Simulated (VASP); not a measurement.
# Al13Si3C3N13 (P1) in VASP: a series of runs

The runs below take Al13Si3C3N13 through single point, with r2SCAN.

Everything below comes from runs of VASP 6.6.1. Logs are shortened: lines on timing, memory, paths and dates and some standing lists are left out, and cuts for length are marked.

**1. The cell of the first run**

The typed cell holds 96 atoms: a = 9.351 Å, b = 10.781 Å, c = 9.977 Å, α = 90.00°, β = 90.00°, γ = 90.00°.

**2. Single point, r2SCAN**

File POSCAR:

```
Al13Si3C3N13
1.0
    9.3505440000      0.0000000000      0.0000000000
    0.0000000000     10.7813610000      0.0000000000
    0.0000000000      0.0000000000      9.9768840000
Al Si N C
39 9 39 9
Direct
    0.1694000000      0.0787910000      0.2440610000
    0.9991620000      0.3326490000      0.2494630000
    0.0002390000      0.3305510000      0.7514030000
    0.4983760000      0.0840210000      0.2469480000
    0.5017830000      0.0827360000      0.7459030000
    0.3342680000      0.3344460000      0.2533170000
    0.3293590000      0.3317930000      0.7436200000
    0.1651140000      0.5847730000      0.2492420000
    0.1659100000      0.5822400000      0.7515730000
    0.9968570000      0.8366450000      0.7445200000
    0.8333930000      0.0819390000      0.2487380000
    0.8304960000      0.0853590000      0.7482720000
    0.6695420000      0.3325640000      0.7440090000
    0.5022030000      0.5830100000      0.2479160000
    0.3322850000      0.8337270000      0.2532620000
    0.3360660000      0.8336270000      0.7333740000
    0.8328470000      0.5846150000      0.2546130000
    0.8354550000      0.5819090000      0.7512970000
    0.6668370000      0.8324500000      0.2527190000
    0.6641070000      0.8355070000      0.7502710000
    0.9998040000      0.1641550000      0.4961260000
    0.3350670000      0.1643750000      0.4955900000
    0.3359940000      0.1672800000      0.0001720000
    0.1639890000      0.4164770000      0.5009070000
    0.1692190000      0.4149800000      0.0007390000
    0.0019940000      0.6696070000      0.4997400000
    0.9987370000      0.6715720000      0.0005150000
    0.6646570000      0.1695780000      0.4922920000
    0.4999320000      0.4121410000      0.9972650000
    0.3293190000      0.6624730000      0.4991530000
    0.1653370000      0.9130850000      0.9961910000
    0.8360970000      0.4179110000      0.5000400000
    0.8314640000      0.4147180000      0.0021270000
    0.6666120000      0.6650630000      0.4995760000
    0.6699170000      0.6690050000      0.0019120000
    0.5010850000      0.9164330000      0.4926620000
    0.5022960000      0.9166560000      0.0019970000
    0.8302680000      0.9191010000      0.5003750000
    0.8343100000      0.9166130000      0.9995850000
    0.1646760000      0.0857010000      0.7490100000
    0.0020390000      0.8356270000      0.2531720000
    0.6664440000      0.3365190000      0.2518110000
    0.4986140000      0.5835770000      0.7497200000
    0.0012580000      0.1664700000      0.0013220000
    0.6637610000      0.1700040000      0.0025240000
    0.4989080000      0.4190560000      0.4959290000
    0.3315010000      0.6682250000      0.9968310000
    0.1656480000      0.9178460000      0.4928270000
    0.0009760000      0.1680070000      0.1801360000
    0.0061450000      0.1628760000      0.6887290000
    0.3287450000      0.1721610000      0.1911270000
    0.3222370000      0.1609960000      0.6894050000
    0.1635840000      0.4187440000      0.1885890000
    0.1616320000      0.4174840000      0.6955850000
    0.9966040000      0.6726620000      0.1925490000
    0.0017830000      0.6672290000      0.6929290000
    0.6682550000      0.1696110000      0.6840460000
    0.5092370000      0.4168450000      0.1858830000
    0.5015320000      0.4274690000      0.6883100000
    0.3352220000      0.6579820000      0.1739910000
    0.3415540000      0.6557160000      0.6940080000
    0.1638580000      0.9285700000      0.6830350000
    0.8278000000      0.4171980000      0.1928510000
    0.8370550000      0.4161860000      0.6929410000
    0.6685430000      0.6629000000      0.1906570000
    0.6564870000      0.6594460000      0.6959050000
    0.5028180000      0.9166840000      0.6874940000
    0.8415300000      0.9101790000      0.1912210000
    0.8295000000      0.9194740000      0.6928820000
    0.1656570000      0.0785230000      0.4402410000
    0.9997990000      0.3308850000      0.4394240000
    0.9981380000      0.3264800000      0.9452800000
    0.5011090000      0.0834840000      0.4421750000
    0.3337520000      0.3379110000      0.9350940000
    0.1633550000      0.5809130000      0.4394480000
    0.1733590000      0.5876570000      0.9440980000
    0.9965190000      0.8324760000      0.9322310000
    0.8329330000      0.0850800000      0.4390530000
    0.8347020000      0.0955260000      0.9447330000
    0.6682430000      0.3302970000      0.9359880000
    0.4987480000      0.5786740000      0.4411910000
    0.4926120000      0.5860370000      0.9320720000
    0.3324730000      0.8191200000      0.9294620000
    0.8355390000      0.5849670000      0.4447200000
    0.8348200000      0.5803910000      0.9418140000
    0.6694980000      0.8290560000      0.4453550000
    0.6711290000      0.8303870000      0.9377270000
    0.6707580000      0.1798430000      0.1856630000
    0.1576830000      0.9085040000      0.1873060000
    0.5013710000      0.9133910000      0.1930750000
    0.1568720000      0.0873770000      0.9311590000
    0.5111830000      0.0885210000      0.9377240000
    0.3389200000      0.3390550000      0.4496320000
    0.0020690000      0.8393910000      0.4391760000
    0.6609580000      0.3443050000      0.4365730000
    0.3249660000      0.8324820000      0.4539990000
```

File INCAR.step1:

```
ALGO     = Normal         # electronic algorithm
EDIFF    = 1E-5           # SCF threshold, eV
ENCUT    = 770            # plane-wave cutoff, eV
GGA      = PE             # functional
GGA_COMPAT= F            
ISMEAR   = -1             # smearing method
ISYM     = -1           
KPAR     = 1            
LASPH    = T              # aspherical terms in the spheres
LCHARG   = F              # write CHGCAR
LREAL    = Auto         
LWAVE    = T              # write WAVECAR
NBANDS   = 246            # bands
NELM     = 120            # most SCF steps
PREC     = Accurate       # precision mode
SIGMA    = 0.05           # smearing width, eV
```

File INCAR.step2:

```
ALGO     = Normal         # electronic algorithm
EDIFF    = 1E-6           # SCF threshold, eV
ENCUT    = 770            # plane-wave cutoff, eV
GGA_COMPAT= F            
ISIF     = 2              # what is computed and relaxed
ISMEAR   = -1             # smearing method
ISTART   = 1            
ISYM     = -1           
KPAR     = 1            
LASPH    = T              # aspherical terms in the spheres
LCHARG   = T              # write CHGCAR
LELF     = T              # ELF
LMIXTAU  = T            
LREAL    = Auto         
LVHAR    = T            
LWAVE    = F              # write WAVECAR
METAGGA  = R2SCAN         # meta-GGA
NBANDS   = 246            # bands
NELM     = 120            # most SCF steps
PREC     = Accurate       # precision mode
SIGMA    = 0.05           # smearing width, eV
```

File KPOINTS:

```
explicit points
1
Reciprocal
  0.25000000   0.25000000   0.25000000 1
```

Potentials or basis: VASP PAW PBE potentials, release 64 (Al, Si, N, C).

The run is started by

```console
> cat potpaw_PBE.64/Al/POTCAR potpaw_PBE.64/Si/POTCAR potpaw_PBE.64/N/POTCAR potpaw_PBE.64/C/POTCAR > POTCAR
> cp INCAR.step1 INCAR
> mpirun -np 4 vasp_std > vasp.out
> cp INCAR.step2 INCAR
> mpirun -np 4 vasp_std > vasp.out
```

OUTCAR:

```text
EDIFF = 1E-6
   ENCUT = 770
   ISIF = 2
   ISMEAR = -1
   ISTART = 1
   ISYM = -1
   LASPH = T
   LREAL = Auto
   METAGGA = R2SCAN
   NELM = 120
   PREC = Accurate

 ion  position               nearest neighbor table
   1  0.169  0.079  0.244-  51 1.87  89 1.92  49 1.95  70 1.96  48 3.03  44 3.04  23 3.04  31 3.05
                            15 3.05  41 3.05   4 3.08  22 3.09  21 3.11  11 3.14   6 3.16   2 3.17
   2  0.999  0.333  0.249-  71 1.90  53 1.90  49 1.91  63 1.93  33 3.05  44 3.06  21 3.06  32 3.07
                            25 3.08  24 3.08  42 3.11  11 3.12   8 3.13  17 3.13   6 3.13   1 3.17
   3  0.000  0.331  0.751-  54 1.86  64 1.88  50 1.91  72 1.93  40 3.06  44 3.06  24 3.07   7 3.08
                            12 3.08  25 3.08  32 3.09  13 3.09  33 3.09  21 3.12  18 3.12   9 3.12
   4  0.498  0.084  0.247-  90 1.92  51 1.93  73 1.95  88 2.01  23 3.03  45 3.03  37 3.04  22 3.04
                            28 3.04  36 3.05   1 3.08   6 3.11  15 3.11  11 3.13  19 3.14  42 3.14
   5  0.502  0.083  0.746-  67 1.88  92 1.92  57 1.92  52 1.96  20 3.07  22 3.07  12 3.07  28 3.10
                            36 3.10  16 3.10  23 3.11  13 3.12  45 3.12  37 3.12   7 3.13  40 3.15
   6  0.334  0.334  0.253-  51 1.86  53 1.95  93 1.96  58 1.98  46 3.01  22 3.03  24 3.07  25 3.08
                            23 3.10  29 3.10  42 3.11   4 3.11  14 3.11   8 3.13   2 3.13   1 3.16
   7  0.329  0.332  0.744-  54 1.88  74 1.91  52 1.92  59 1.99  24 3.01  22 3.06  40 3.07   3 3.08
                            46 3.08  25 3.10   9 3.10  29 3.11  23 3.11   5 3.13  43 3.14  13 3.18
   8  0.165  0.585  0.249-  53 1.89  75 1.90  55 1.92  60 1.93  30 3.05  26 3.07  27 3.07  25 3.08
                            47 3.09  24 3.10  41 3.11  15 3.11  17 3.11   6 3.13   2 3.13  14 3.15
   9  0.166  0.582  0.752-  54 1.86  56 1.88  61 1.91  76 1.92  47 3.04  30 3.07  25 3.07  24 3.07
[... 55 lines left out ...]
  37  0.502  0.917  0.002-  90 1.91  87 1.94  92 1.96  83 2.04   4 3.04  20 3.06  19 3.07  35 3.10
                            15 3.10  39 3.10  23 3.12  47 3.12   5 3.12  45 3.12  31 3.15  16 3.22
  38  0.830  0.919  0.500-  86 1.87  78 1.89  69 1.92  94 1.92  10 3.02  19 3.05  12 3.05  11 3.06
                            20 3.07  41 3.08  36 3.08  21 3.08  28 3.11  26 3.13  48 3.14  34 3.14
  39  0.834  0.917  1.000-  87 1.89  77 1.89  68 1.91  79 2.01  27 3.06  11 3.06  20 3.08  35 3.08
                            10 3.09  31 3.10  12 3.10  41 3.10  37 3.10  19 3.11  44 3.11  45 3.16
  40  0.165  0.086  0.749-  52 1.78  50 1.80  62 1.82  91 1.82   3 3.06   7 3.07  44 3.07  21 3.08
                            31 3.09  23 3.10  22 3.11  10 3.11  12 3.12  48 3.13   5 3.15  16 3.16
  41  0.002  0.836  0.253-  89 1.78  68 1.81  94 1.86  55 1.86  48 2.97  26 3.04   1 3.05  38 3.08
                            27 3.08  15 3.09  11 3.09  31 3.10  39 3.10   8 3.11  19 3.13  17 3.13
  42  0.666  0.337  0.252-  88 1.81  58 1.83  63 1.84  95 1.85  28 3.00  46 3.03  33 3.05  45 3.07
                            32 3.07  14 3.07  29 3.09  17 3.09   6 3.11   2 3.11   4 3.14  11 3.16
  43  0.499  0.584  0.750-  61 1.75  66 1.77  59 1.79  82 1.82  47 3.06  34 3.08  30 3.08  29 3.08
                            46 3.09  16 3.10   9 3.11  35 3.12  20 3.13   7 3.14  13 3.14  18 3.15
  44  0.001  0.166  0.001-  49 1.78  72 1.81  79 1.82  91 1.83   1 3.04   2 3.06   3 3.06  11 3.06
                            40 3.07  25 3.11  33 3.11  12 3.11  39 3.11  23 3.13  31 3.13
  45  0.664  0.170  0.003-  92 1.80  88 1.83  80 1.85  79 1.88  29 3.03   4 3.03  23 3.07  42 3.07
                            33 3.07  11 3.07  12 3.11  13 3.12   5 3.12  37 3.12  39 3.16
  46  0.499  0.419  0.496-  93 1.79  81 1.81  95 1.82  59 1.92   6 3.01  42 3.03  14 3.04  30 3.07
[... 325 lines left out ...]
   IVDW    =     0    specifies the selected vdW correction
   LEPSILON=     F    determine dielectric tensor
   LRPA    =     F    only Hartree local field effects (RPA)
 non-spin polarized calculation
  energy-cutoff  :      770.00
  volume of cell :     1005.79
 maximum number of plane-waves:     48799
 NGX is ok and might be reduce to    84
   NGX = 43   NGY = 49   NGZ = 45

 number of electron     384.0000000 magnetization

 Free energy of the ion-electron system (eV)
  ---------------------------------------------------
  ext. energy  EPLUGINS =         0.00000000
  ---------------------------------------------------
  free energy    TOTEN  =      -914.14135847 eV

  energy without entropy =     -914.14135847  energy(sigma->0) =     -914.14135847

 E-fermi :   8.8459     XC(G=0): -11.4804

 val. band max:        7.6296779577   @ k =   0.2500   0.2500   0.2500
 cond. band min:      11.3678924959   @ k =   0.2500   0.2500   0.2500
 fundamental gap:      3.7382145382
 Fermi energy:         8.8458997349

 k-point     1 :       0.2500    0.2500    0.2500
  band No.  band energies     occupation
      1     -10.8877      2.00000
      2     -10.2291      2.00000
      3     -10.0596      2.00000
      4      -9.9204      2.00000
      5      -9.6125      2.00000
      6      -9.3803      2.00000
[... 196 lines left out ...]
    203      12.1772      0.00000
    204      12.2611      0.00000
 [bands above 204 left out]

------------------------ aborting loop because EDIFF is reached ----------------------------------------

  FORCE on cell =-STRESS in cart. coord.  units (eV):
  Direction    XX          YY          ZZ          XY          YZ          ZX
  --------------------------------------------------------------------------------------
  -------------------------------------------------------------------------------------
  Total       -9.2802136     -8.9435021     -7.1926199      0.9877384     -0.2065394      0.8908474
  in kB      -14.7830200    -14.2466516    -11.4575644      1.5734290     -0.3290092      1.4190853
  external PRESSURE =     -13.4957453 kB  Pullay stress =       0.0000000 kB

 VOLUME and BASIS-vectors are now :
 -----------------------------------------------------------------------------
  energy-cutoff  :      770.00
  volume of cell :     1005.79
      direct lattice vectors                 reciprocal lattice vectors
     9.350544000  0.000000000  0.000000000     0.106945649  0.000000000  0.000000000
     0.000000000 10.781361000  0.000000000     0.000000000  0.092752668  0.000000000
     0.000000000  0.000000000  9.976884000     0.000000000  0.000000000  0.100231696

 POSITION                                       TOTAL-FORCE (eV/Angst)
 -----------------------------------------------------------------------------------
      1.58398      0.84947      2.43497         0.012438     -0.003478     -0.000544
      9.34271      3.58641      2.48886         0.023956      0.015102      0.018170
      0.00223      3.56379      7.49666         0.009004      0.037958     -0.029354
      4.66009      0.90586      2.46377        -0.005059     -0.049258      0.019564
      4.69194      0.89201      7.44179         0.024896     -0.024949      0.046443
      3.12559      3.60578      2.52731        -0.023609     -0.055076      0.012586
[... 88 lines left out ...]
      6.18032      3.71208      4.35564         0.004449     -0.022873     -0.005779
      3.03861      8.97529      4.52950        -0.043135     -0.005114     -0.037251
 -----------------------------------------------------------------------------------
    total drift:                               -0.033078     -0.025794      0.096125

  FREE ENERGIE OF THE ION-ELECTRON SYSTEM (eV)
  ---------------------------------------------------
  free  energy   TOTEN  =      -914.1413584680 eV

  energy  without entropy=     -914.1413584680  energy(sigma->0) =     -914.14135847
```

It took 10 min on 4 MPI ranks of Intel Xeon 6975P-C (Granite Rapids), shared host; peak memory 0.7 GiB.

Results:

```
Free energy            : -914.1414 eV
Pressure               : -1.3 GPa
Largest force          : 0.139 eV/Å
Band gap on the k mesh : 3.74 eV
```

Forces in eV/Å, atoms in the order of the input:
```
Al   0.012 -0.003 -0.001
Al   0.024  0.015  0.018
Al   0.009  0.038 -0.029
Al  -0.005 -0.049  0.020
Al   0.025 -0.025  0.046
Al  -0.024 -0.055  0.013
Al  -0.045  0.015  0.043
Al   0.002 -0.050  0.010
Al  -0.001 -0.014 -0.020
Al  -0.031 -0.004  0.065
Al  -0.004  0.040  0.021
Al  -0.014 -0.004 -0.036
Al   0.034 -0.024  0.021
Al   0.021 -0.018 -0.023
Al   0.026  0.094 -0.010
Al   0.059  0.013  0.013
Al  -0.019  0.017  0.007
Al   0.009 -0.039  0.016
Al  -0.070  0.020 -0.016
Al  -0.009  0.043  0.030
Al  -0.002 -0.001 -0.011
Al   0.020  0.009  0.014
Al   0.024  0.005  0.012
Al   0.029  0.001 -0.007
Al   0.028 -0.016  0.038
Al  -0.008 -0.027  0.006
Al  -0.014  0.010  0.000
Al  -0.020 -0.037  0.042
Al  -0.019 -0.033  0.008
Al  -0.019  0.036 -0.004
Al  -0.051  0.004  0.053
Al  -0.007  0.019  0.016
Al  -0.005 -0.001 -0.008
Al   0.018  0.024 -0.007
Al   0.034  0.035  0.018
Al  -0.020  0.026  0.046
Al   0.054  0.034  0.071
Al  -0.006 -0.002  0.000
Al   0.001 -0.067  0.005
Si  -0.005  0.009  0.039
Si   0.097  0.096 -0.027
Si  -0.013 -0.070  0.016
Si  -0.022  0.028 -0.032
Si   0.020  0.004  0.022
Si  -0.105 -0.030  0.035
Si  -0.039 -0.058 -0.079
Si  -0.041  0.031  0.043
Si   0.039 -0.047 -0.024
N   -0.016  0.016 -0.017
N   -0.010  0.017 -0.010
N    0.004 -0.003 -0.017
N   -0.002  0.022 -0.011
N   -0.009  0.010 -0.026
N    0.001 -0.002 -0.008
N   -0.007 -0.065 -0.030
N    0.001  0.008 -0.017
N    0.011  0.019  0.010
N   -0.021  0.047 -0.034
N    0.021  0.019  0.051
N   -0.005 -0.010 -0.003
N    0.011 -0.005 -0.020
N   -0.011 -0.021  0.046
N    0.033  0.025 -0.040
N   -0.009  0.001 -0.004
N    0.006 -0.016 -0.011
N   -0.012 -0.010 -0.015
N   -0.004 -0.022  0.022
N   -0.020  0.017 -0.015
N    0.015 -0.017 -0.016
N   -0.011  0.005 -0.003
N   -0.001  0.011 -0.011
N   -0.014  0.022 -0.028
N   -0.006  0.014  0.004
N    0.010  0.027  0.022
N    0.008  0.018  0.004
N    0.008  0.001 -0.040
N    0.003 -0.015  0.002
N    0.024 -0.016 -0.013
N    0.040 -0.052 -0.037
N    0.008  0.066 -0.004
N    0.003  0.015 -0.018
N    0.019 -0.020 -0.030
N   -0.019 -0.034  0.055
N   -0.007 -0.003 -0.029
N   -0.007  0.005 -0.019
N    0.005  0.004 -0.017
N    0.007 -0.021 -0.017
C    0.015  0.011 -0.021
C   -0.033 -0.016  0.005
C    0.001 -0.031 -0.009
C    0.004  0.001 -0.038
C    0.005  0.011 -0.002
C    0.024  0.020 -0.030
C    0.008 -0.017  0.013
C    0.004 -0.023 -0.006
C   -0.043 -0.005 -0.037
```

Caveat: the PAW data sets were made with another functional, which shifts forces and pressure a little; a shifted mesh leaves out Γ, where band edges can lie.

[end of part 1 of 2]
